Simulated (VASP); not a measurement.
A run of VASP 6.6.1:

The input POSCAR:

```
Ta7N8
1.0
    5.8760000043      0.0000000000      0.0000000000
   -2.9380000021      5.0887652763      0.0000000000
    0.0000000000      0.0000000000      5.7660000000
N Ta
8 7
Direct
    0.0000000000      0.0000000000      0.0000000000
    0.0000000000      0.0000000000      0.5000000000
    0.0000000000      0.5000000000      0.0000000000
    0.0000000000      0.5000000000      0.5000000000
    0.5000000000      0.0000000000      0.0000000000
    0.5000000000      0.0000000000      0.5000000000
    0.5000000000      0.5000000000      0.0000000000
    0.5000000000      0.5000000000      0.5000000000
    0.1666666667      0.3333333333      0.7500000000
    0.1666666667      0.8333333333      0.2500000000
    0.1666666667      0.8333333333      0.7500000000
    0.6666666667      0.3333333333      0.2500000000
    0.6666666667      0.3333333333      0.7500000000
    0.6666666667      0.8333333333      0.2500000000
    0.6666666667      0.8333333333      0.7500000000
```

The input INCAR.step1:

```
SYSTEM = Ta7N8
PREC = Accurate
ENCUT = 580
ISMEAR = -1
SIGMA = 0.1
LREAL = .FALSE.
LASPH = .TRUE.
NELM = 120
GGA = PE
ALGO = Normal
EDIFF = 1E-5
LWAVE = .TRUE.
LCHARG = .FALSE.
GGA_COMPAT = .FALSE.
IBRION = 2
EDIFFG = -0.01
NELMIN = 4
NSW = 100
```

File INCAR.step2:

```
SYSTEM = Ta7N8
PREC = Accurate
ENCUT = 580
EDIFF = 1E-7
ISMEAR = -1
SIGMA = 0.1
LREAL = .FALSE.
LASPH = .TRUE.
NELM = 120
ALGO = Normal
ISIF = 2
LWAVE = .FALSE.
LCHARG = .FALSE.
METAGGA = R2SCAN
LMIXTAU = .TRUE.
IBRION = 2
NSW = 45
EDIFFG = -0.02
ISTART = 1
GGA_COMPAT = .FALSE.
NELMIN = 4
```

KPOINTS

```
Automatic mesh
0
G
  2 2 2
  0 0 0
```

Potentials or basis: VASP PAW PBE potentials, release 64 (N, Ta_pv).

Run with:

```sh
$ cat potpaw_PBE.64/N/POTCAR potpaw_PBE.64/Ta_pv/POTCAR > POTCAR
$ cp INCAR.step1 INCAR
$ mpirun -np 1 vasp_std > vasp.out
$ cp INCAR.step2 INCAR
$ mpirun -np 1 vasp_std > vasp.out
```

Hardware: 1 thread of Intel(R) Xeon(R) 6975P-C (Granite Rapids) (shared host).

Problem. How long does it take, and how much memory?

Solution. Run time: 21 min on 1 thread of Intel(R) Xeon(R) 6975P-C (Granite Rapids), with other jobs on the host, peak memory 0.39 GiB. Counts: k points 4, ion steps 8.
